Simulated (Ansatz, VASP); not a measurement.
Se in VASP and in Ansatz

```
CELL_PARAMETERS angstrom
-2.87250 2.52906 1.35577
2.52906 -2.87250 1.35577
3.47527 3.47527 -1.98479
ATOMIC_POSITIONS crystal
Se 0.05642 0.94358 0.00000
Se 0.69358 0.30642 0.50000
```

Alike in both runs: task single point; functional PBEsol; k mesh 16 × 16 × 8; occupations fermi-dirac, width 0.1 eV; no spin polarisation.

|  | VASP | Ansatz |
| --- | --- | --- |
| version | VASP 6.6.1 | Ansatz 0.2.0 |
| potentials or method | VASP PAW PBE potentials, release 64 (Se), cutoff 520 eV | plane waves (420 eV) with PAW, scalar-relativistic |
| valence electrons in the cell | 12 | 32 |

```csv
,VASP,Ansatz,Ansatz less VASP
pressure (GPa),2.9,2.7,-0.16
"traceless stress, the component that is largest in VASP (GPa)",2.17,2.06,-0.112
```

VASP's potentials were made for PBE, not for PBEsol, and Ansatz warns of the same on its side. The functional is the same, so the differences come from potentials, cutoffs and numerics. VASP's potentials hold 12 valence electrons a cell and Ansatz's 32, so a difference there can come from the potentials and not from the codes.
